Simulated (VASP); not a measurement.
# Si (P6_3/mmc) in VASP: further runs

The runs below take Si through single point, with LDA.

All numbers are computed with VASP 6.6.1; they aren't measurements. Logs are shortened: lines on timing, memory, paths and dates and some standing lists are left out, and cuts for length are marked.

## Step 1: The cell of the first run

It takes space group P6_3/mmc (No. 194, hexagonal). The conventional cell has a = 3.498 Å, b = 3.498 Å, c = 6.289 Å, α = 90.00°, β = 90.00°, γ = 120.00°. Si (site symmetry 3m) has 4 Si at 2.17 to 2.35 Å within 2.9 Å.

This isn't the form of Si at room conditions, which is diamond.

## Step 2: Single point, LDA (strain -0.080 along x and y, +0.000 along z)

INCAR

```
SYSTEM = Si
PREC = Accurate
ENCUT = 520
EDIFF = 1E-7
ISMEAR = 0
SIGMA = 0.03
LREAL = .FALSE.
LASPH = .TRUE.
NELM = 60
ALGO = Normal
ISIF = 2
LWAVE = .FALSE.
LCHARG = .FALSE.
NBANDS = 16
```

KPOINTS

```
regular mesh
0
G
  12 12 6
  0 0 0
```

POSCAR

```
Si
1.0
    3.4978174985      0.0000000000      0.0000000000
   -1.7489087493      3.0291988115      0.0000000000
    0.0000000000      0.0000000000      6.2891200223
Si
4
Direct
    0.3333333333      0.6666666667      0.0630332891
    0.6666666667      0.3333333333      0.5630332891
    0.3333333333      0.6666666667      0.4369667109
    0.6666666667      0.3333333333      0.9369667109
```

Potentials or basis: VASP PAW LDA potentials, release 64 (Si).

The run is started by

```bash
> cat potpaw_LDA.64/Si/POTCAR > POTCAR
> mpirun -np 1 vasp_std > vasp.out
```

OUTCAR:

```text
SYSTEM = Si
   PREC = Accurate
   ENCUT = 520
   EDIFF = 1E-7
   ISMEAR = 0
   LREAL = .FALSE.
   LASPH = .TRUE.
   NELM = 60
   ISIF = 2

 ion  position               nearest neighbor table
   1  0.333  0.667  0.063-   4 2.17   4 2.17   4 2.17   3 2.35
   2  0.667  0.333  0.563-   3 2.17   3 2.17   3 2.17   4 2.35
   3  0.333  0.667  0.437-   2 2.17   2 2.17   2 2.17   1 2.35
   4  0.667  0.333  0.937-   1 2.17   1 2.17   1 2.17   2 2.35

  LATTYP: Found a hexagonal cell.
 ALAT       =     3.4978174985
 C/A-ratio  =     1.7980126250

  Lattice vectors:

 A1 = (   3.4978174985,   0.0000000000,   0.0000000000)
 A2 = (  -1.7489087493,   3.0291988115,   0.0000000000)
 A3 = (   0.0000000000,   0.0000000000,   6.2891200223)

Analysis of symmetry for initial positions (statically):
=====================================================================
 Subroutine PRICEL returns:
 Original cell was already a primitive cell.

 Routine SETGRP: Setting up the symmetry group for a
 hexagonal supercell.

 Subroutine GETGRP returns: Found 24 space group operations
 (whereof 12 operations were pure point group operations)
 out of a pool of 24 trial point group operations.

The static configuration has the point symmetry D_3d.
 The point group associated with its full space group is D_6h.

Analysis of symmetry for dynamics (positions and initial velocities):
=====================================================================
 Subroutine PRICEL returns:
 Original cell was already a primitive cell.

 Routine SETGRP: Setting up the symmetry group for a
 hexagonal supercell.

 Subroutine GETGRP returns: Found 24 space group operations
 (whereof 12 operations were pure point group operations)
 out of a pool of 24 trial point group operations.

The dynamic configuration has the point symmetry D_3d.
 The point group associated with its full space group is D_6h.

 Subroutine INISYM returns: Found 24 space group operations
 (whereof 12 operations are pure point group operations),
 and found     1 'primitive' translations

----------------------------------------------------------------------------------------

                                     Primitive cell

  volume of cell :      66.6369

  direct lattice vectors                    reciprocal lattice vectors
     3.497817498  0.000000000  0.000000000     0.285892560  0.165060147  0.000000000
    -1.748908749  3.029198812  0.000000000     0.000000000  0.330120293  0.000000000
     0.000000000  0.000000000  6.289120022     0.000000000  0.000000000  0.159004757

  length of vectors
     3.497817498  3.497817499  6.289120022     0.330120293  0.330120293  0.159004757

  position of ions in fractional coordinates (direct lattice)
     0.333333333  0.666666667  0.063033289
     0.666666667  0.333333333  0.563033289
     0.333333333  0.666666667  0.436966711
     0.666666667  0.333333333  0.936966711

  ion indices of the primitive-cell ions
   primitive index   ion index
                 1           1
                 2           2
                 3           3
                 4           4

----------------------------------------------------------------------------------------

 KPOINTS: regular mesh

Automatic generation of k-mesh.
 Grid dimensions read from file:
 generate k-points for:   12   12    6

 Generating k-lattice:

  Cartesian coordinates                     Fractional coordinates (reciprocal lattice)
     0.023824380  0.013755012  0.000000000     0.083333333  0.000000000  0.000000000
     0.000000000  0.027510024  0.000000000     0.000000000  0.083333333  0.000000000
     0.000000000  0.000000000  0.026500793     0.000000000  0.000000000  0.166666667

  Length of vectors
     0.027510024  0.027510024  0.026500793

  Shift w.r.t. Gamma in fractional coordinates (k-lattice)
     0.000000000  0.000000000  0.000000000

 Subroutine IBZKPT returns following result:
 ===========================================

 Found     76 irreducible k-points:

 Following reciprocal coordinates:
            Coordinates               Weight
  0.000000  0.000000  0.000000      1.000000
  0.083333  0.000000  0.000000      6.000000
  0.166667  0.000000  0.000000      6.000000
  0.250000  0.000000  0.000000      6.000000
  0.333333  0.000000  0.000000      6.000000
  0.416667  0.000000  0.000000      6.000000
[... 16 lines left out ...]
  0.250000  0.000000  0.166667     12.000000
  0.333333  0.000000  0.166667     12.000000
 [... further k-points ...]
   k-points           NKPTS =     76   k-points in BZ     NKDIM =     76   number of bands    NBANDS=     16
   number of dos      NEDOS =    301   number of ions     NIONS =      4
   total plane-waves  NPLWV =  37632
   dimension x,y,z NGX =    28 NGY =   28 NGZ =   48
   dimension x,y,z NGXF=    56 NGYF=   56 NGZF=   96
   ions per type =               4
   NGX,Y,Z   is equivalent  to a cutoff of  13.31, 13.31, 12.69 a.u.
   NGXF,Y,Z  is equivalent  to a cutoff of  26.62, 26.62, 25.38 a.u.
 SYSTEM =  Si
   PREC   = accura    normal or accurate (medium, high low for compatibility)
   ISTART =      0    job   : 0-new  1-cont  2-samecut
   ICHARG =      2    charge: 1-file 2-atom 10-const
   ISPIN  =      1    spin polarized calculation?
   LNONCOLLINEAR =      F non collinear calculations
   LSORBIT =      F    spin-orbit coupling
   LASPH  =      T    aspherical Exc in radial PAW
   ENCUT  =  520.0 eV  38.22 Ry    6.18 a.u.   6.50  6.50 11.69*2*pi/ulx,y,z
   NELM   =     60;   NELMIN=  2; NELMDL= -5     # of ELM steps
   EDIFF  = 0.1E-06   stopping-criterion for ELM
   LREAL  =      F    real-space projection
   EDIFFG = 0.1E-05   stopping-criterion for IOM
   NSW    =      0    number of steps for IOM
   IBRION =     -1    ionic relax: 0-MD 1-quasi-New 2-CG
   NFREE  =      0    steps in history (QN), initial steepest desc. (CG)
   ISIF   =      2    stress and relaxation
   ISYM   =      2    0-nonsym 1-usesym 2-fastsym
   POTIM  = 0.5000    time-step for ionic-motion
   TEBEG  =    0.0;   TEEND  =   0.0 temperature during run
   PSTRESS=    0.0 pullay stress
   NELECT =      16.0000    total number of electrons
   NUPDOWN=      -1.0000    fix difference up-down
   EMIN   =  10.00;   EMAX   =-10.00  energy-range for DOS
   EFERMI =   0.00;   METHOD = LEGACY
   ISMEAR =     0;   SIGMA  =   0.03  broadening in eV -4-tet -1-fermi 0-gaus
   EFERMI_NEDOS =   21; number of points for ismear=-14 and -15
   IALGO  =     38    algorithm
   IMIX   =      4    mixing-type and parameters
     AMIX     =   0.40;   BMIX     =  1.00
     AMIX_MAG =   1.60;   BMIX_MAG =  1.00
  volume/ion in A,a.u.               =      16.66       112.42
  Fermi-wavevector in a.u.,A,eV,Ry     =   1.017521  1.922835 14.086768  1.035348
  Thomas-Fermi vector in A             =   2.150926
   LORBIT       =      0    0 simple, 1 ext, 2 COOP (PROOUT), +10 PAW based schemes
   GGA     = CA    functional components
   LHFCALC =     F    Hartree Fock is set to
   AEXX    =    0.0000 exact exchange contribution
   IVDW    =     0    specifies the selected vdW correction
   LEPSILON=     F    determine dielectric tensor
   LRPA    =     F    only Hartree local field effects (RPA)
 non-spin polarized calculation
 Gauss-broadening in eV      SIGMA  =   0.03
  energy-cutoff  :      520.00
  volume of cell :       66.64
 maximum number of plane-waves:      1821
 NGX is ok and might be reduce to    28
   NGX = 13   NGY = 13   NGZ = 23

 number of electron      16.0000000 magnetization

 Free energy of the ion-electron system (eV)
  ---------------------------------------------------
  ext. energy  EPLUGINS =         0.00000000
  ---------------------------------------------------
  free energy    TOTEN  =       -22.73443514 eV

  energy without entropy =      -22.73443442  energy(sigma->0) =      -22.73443478

 E-fermi :   8.1741     XC(G=0): -10.3131

 val. band max:        8.1039445417   @ k =   0.0000   0.0000   0.1667
 cond. band min:       8.2392886419   @ k =   0.0000   0.0000   0.0000
 fundamental gap:      0.1353441002
 Fermi energy:         8.1740735886

 k-point     1 :       0.0000    0.0000    0.0000
  band No.  band energies     occupation
      1      -5.5426      2.00000
      2      -3.3440      2.00000
      3      -0.1338      2.00000
      4       6.8943      2.00000
      5       6.8943      2.00000
      6       7.3475      2.00000
[... 8 lines left out ...]
     15      14.2540      0.00000
     16      14.4147      0.00000

 k-point     2 :       0.0833    0.0000    0.0000
  band No.  band energies     occupation
      1      -5.4409      2.00000
      2      -3.2423      2.00000
      3      -0.0508      2.00000
      4       6.0962      2.00000
      5       6.6498      2.00000
      6       7.2968      2.00000
[... 8 lines left out ...]
     15      13.6239      0.00000
     16      14.1769      0.00000

 k-point     3 :       0.1667    0.0000    0.0000
  band No.  band energies     occupation
      1      -5.1375      2.00000
      2      -2.9386      2.00000
      3       0.1850      2.00000
      4       4.5937      2.00000
      5       6.1374      2.00000
      6       6.2212      2.00000
[... 8 lines left out ...]
     15      13.8540      0.00000
     16      13.9436      0.00000

 k-point     4 :       0.2500    0.0000    0.0000
  band No.  band energies     occupation
      1      -4.6391      2.00000
      2      -2.4388      2.00000
      3       0.4992      2.00000
      4       3.0978      2.00000
      5       4.6843      2.00000
      6       5.6224      2.00000
[... 8 lines left out ...]
     15      14.5489      0.00000
     16      15.2688      0.00000

 k-point     5 :       0.3333    0.0000    0.0000
  band No.  band energies     occupation
      1      -3.9632      2.00000
      2      -1.7582      2.00000
      3       0.4700      2.00000
      4       2.1867      2.00000
      5       3.1950      2.00000
      6       5.2174      2.00000
[... 8 lines left out ...]
     15      15.3678      0.00000
     16      15.9966      0.00000

 k-point     6 :       0.4167    0.0000    0.0000
  band No.  band energies     occupation
      1      -3.1704      2.00000
      2      -0.9511      2.00000
      3      -0.4037      2.00000
      4       1.8829      2.00000
      5       2.3979      2.00000
      6       4.9538      2.00000
[... 8 lines left out ...]
     15      14.1672      0.00000
     16      16.3782      0.00000
[... 267 lines left out ...]
 k-point    21 :       0.0833    0.0000    0.1667
  band No.  band energies     occupation
      1      -5.3511      2.00000
      2      -3.5313      2.00000
      3       0.4156      2.00000
      4       6.1484      2.00000
      5       6.2196      2.00000
      6       6.7161      2.00000
[... 8 lines left out ...]
     15      13.9375      0.00000
     16      14.4392      0.00000

 k-point    22 :       0.1667    0.0000    0.1667
  band No.  band energies     occupation
      1      -5.0480      2.00000
      2      -3.2292      2.00000
      3       0.6478      2.00000
      4       4.6725      2.00000
      5       5.8555      2.00000
      6       6.2056      2.00000
[... 8 lines left out ...]
     15      13.6520      0.00000
     16      14.1824      0.00000

 k-point    23 :       0.2500    0.0000    0.1667
  band No.  band energies     occupation
      1      -4.5500      2.00000
      2      -2.7331      2.00000
      3       0.9399      2.00000
      4       3.2025      2.00000
      5       4.4127      2.00000
      6       5.6920      2.00000
[... 8 lines left out ...]
     15      14.6338      0.00000
     16      15.0982      0.00000

 k-point    24 :       0.3333    0.0000    0.1667
  band No.  band energies     occupation
      1      -3.8748      2.00000
      2      -2.0623      2.00000
      3       0.7598      2.00000
      4       2.4445      2.00000
      5       2.9389      2.00000
      6       5.2877      2.00000
[... 8 lines left out ...]
     15      15.9314      0.00000
     16      16.0098      0.00000

 [... further k-points ...]

------------------------ aborting loop because EDIFF is reached ----------------------------------------

  FORCE on cell =-STRESS in cart. coord.  units (eV):
  Direction    XX          YY          ZZ          XY          YZ          ZX
  --------------------------------------------------------------------------------------
  -------------------------------------------------------------------------------------
  Total       13.5880086     13.5880086      2.6469009     -0.0000000      0.0000000      0.0000000
  in kB      326.7018459    326.7018459     63.6404821     -0.0000000      0.0000000      0.0000000
  external PRESSURE =     239.0147246 kB  Pullay stress =       0.0000000 kB

 VOLUME and BASIS-vectors are now :
 -----------------------------------------------------------------------------
  energy-cutoff  :      520.00
  volume of cell :       66.64
      direct lattice vectors                 reciprocal lattice vectors
     3.497817498  0.000000000  0.000000000     0.285892560  0.165060147  0.000000000
    -1.748908749  3.029198812  0.000000000     0.000000000  0.330120293  0.000000000
     0.000000000  0.000000000  6.289120022     0.000000000  0.000000000  0.159004757

 POSITION                                       TOTAL-FORCE (eV/Angst)
 -----------------------------------------------------------------------------------
     -0.00000      2.01947      0.39642        -0.000000      0.000000      1.592265
      1.74891      1.00973      3.54098        -0.000000     -0.000000      1.592265
     -0.00000      2.01947      2.74814         0.000000      0.000000     -1.592265
      1.74891      1.00973      5.89270         0.000000     -0.000000     -1.592265
 -----------------------------------------------------------------------------------
    total drift:                                0.000000     -0.000000      0.000000

  FREE ENERGIE OF THE ION-ELECTRON SYSTEM (eV)
  ---------------------------------------------------
  free  energy   TOTEN  =       -22.7344351424 eV

  energy  without entropy=      -22.7344344213  energy(sigma->0) =      -22.73443478
```

Run time: 42 s. Hardware: 1 thread of AMD EPYC 9R45 (Zen 5), shared host; peak memory 0.15 GiB.

Results:

| Property | Result |
| --- | --- |
| Free energy | -22.7344 eV |
| Pressure | 23.9 GPa |
| Largest force | 1.592 eV/Å |
| Band gap on the k mesh | zero (bands 8 and 9 overlap by 0.14 eV) |

Forces on the atoms (eV/Å):
```
Si   0.000  0.000  1.592
Si   0.000  0.000  1.592
Si   0.000  0.000 -1.592
Si   0.000  0.000 -1.592
```

Stress tensor (GPa, compression positive):
```
32.67  0.00  0.00
 0.00 32.67  0.00
 0.00  0.00  6.36
```

Caveat: the cell differs from its parent crystal (strain -0.080 along x and y, +0.000 along z); the stress differs along the axes, from 6 to 33 GPa; semilocal functionals underestimate gaps, and a narrow one can read as zero; forces of over 1 eV/Å act on the atoms, so gaps and moduli don't describe the material at rest.

## Step 3: Single point, LDA (strain -0.040 along x and y, -0.080 along z)

INCAR

```
SYSTEM = Si
ALGO = Normal
EDIFF = 1E-6
ENCUT = 520
GGA = CA
ISIF = 2
ISMEAR = 0
LASPH = .TRUE.
LCHARG = .TRUE.
LELF = .TRUE.
LREAL = .FALSE.
LVHAR = .TRUE.
LWAVE = .FALSE.
NBANDS = 16
NELM = 80
PREC = Accurate
SIGMA = 0.03
```

KPOINTS

```
k-points
0
G
  12 12 6
  0 0 0
```

POSCAR

```
Si
1.0
    3.6498965202      0.0000000000      0.0000000000
   -1.8249482601      3.1609031077      0.0000000000
    0.0000000000      0.0000000000      5.7859904205
Si
4
Direct
    0.3333333333      0.6666666667      0.0630332891
    0.6666666667      0.3333333333      0.5630332891
    0.3333333333      0.6666666667      0.4369667109
    0.6666666667      0.3333333333      0.9369667109
```

Potentials or basis: VASP PAW LDA potentials, release 64 (Si).

The run is started by

```bash
> cat potpaw_LDA.64/Si/POTCAR > POTCAR
> mpirun -np 1 vasp_std > vasp.out
```

Run time: 37 s. Hardware: 1 thread of AMD EPYC 9R45 (Zen 5), shared host; peak memory 0.15 GiB.

Results (log left out):

| Quantity | Value |
| --- | --- |
| Free energy | -22.9673 eV |
| Pressure | 22.9 GPa |
| Largest force | 0.874 eV/Å |
| Band gap on the k mesh | zero (bands 8 and 9 overlap by 0.37 eV) |

Forces on the atoms (eV/Å):
```
Si   0.000  0.000 -0.874
Si   0.000  0.000 -0.874
Si   0.000  0.000  0.874
Si   0.000  0.000  0.874
```

Stress tensor (GPa, compression positive):
```
17.48  0.00  0.00
 0.00 17.48  0.00
 0.00  0.00 33.74
```

Levels at points of the mesh, in eV from the Fermi level:
```
           k point  band 6  band 7  band 8  band 9  band 10  band 11
(0.00, 0.00, 0.00)   -0.14    0.25    0.25    1.14     1.76     1.76
(0.50, 0.00, 0.00)   -3.62   -3.62   -1.37   -0.12     2.74     2.86
(0.00, 0.00, 0.50)   -1.08   -1.08   -1.08    2.07     2.07     2.94
(0.50, 0.00, 0.50)   -2.79   -2.46   -2.46    0.90     0.90     1.71
```

Caveat: the cell differs from its parent crystal (strain -0.040 along x and y, -0.080 along z); the stress differs along the axes, from 17 to 34 GPa; semilocal functionals underestimate gaps, and a narrow one can read as zero.

The gap in the log of VASP goes by the Fermi energy; the results here count the filled bands.